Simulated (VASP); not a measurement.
## BaTiO3: single point with PBE

Crystal: BaTiO3.

```
Ba Ti O
1.0
     3.93164    0.00000    0.00000
     0.00000    2.79856    2.80670
     0.00000   -2.79856    2.80670
Ba Ti O
1 1 3
Direct
  0.00000 0.00000 0.00000
  0.50000 0.51240 0.51240
  0.50000 0.99184 0.50524
  0.50000 0.50524 0.99184
  0.00000 0.48740 0.48740
```

```yaml
Program: VASP 6.6.1
Task: single point
Functional: PBE
Potentials_or_basis: VASP PAW PBE potentials, release 64 (Ba_sv, Ti_sv, O)
Cutoff: 520 eV
k_mesh: 7 × 7 × 7
Occupations: fermi-dirac, width 0.05 eV
Spin: no spin polarisation
Dipole_correction: no
Further_INCAR_settings: ALGO = Normal; EDIFF = 1e-07; NBANDS = 28
```

| Quantity | Value |
| --- | --- |
| Pressure | 12.0 GPa |
| Largest force | 0.231 eV/Å |
| Band gap on the k mesh | 2.01 eV (least direct gap 2.10 eV) |

Forces on the atoms (eV/Å):
```
Ba   0.000  0.000  0.162
Ti   0.000  0.000 -0.073
O    0.000  0.182 -0.143
O    0.000 -0.182 -0.143
O    0.000  0.000  0.197
```

Stress tensor (GPa, compression positive):
```
12.19  0.00  0.00
 0.00 12.32  0.00
 0.00  0.00 11.62
```

Levels at points of the mesh, in eV from the valence-band top:
```
           k point  band 16  band 17  band 18  band 19  band 20  band 21  band 22  band 23  band 24  band 25
(0.00, 0.00, 0.00)    -1.14    -1.08    -0.25    -0.14    -0.09     2.01     2.07     2.24     4.37     4.42
```

Wall time 3.9 min on 1 thread of Intel Xeon 8259CL, with other jobs on the host, peak memory 0.25 GiB.

Caveat: the cell stands under pressure; spin-orbit coupling is left out, which moves the levels of the heavy elements; an odd mesh through Γ misses points on the zone boundary, where band edges can lie.
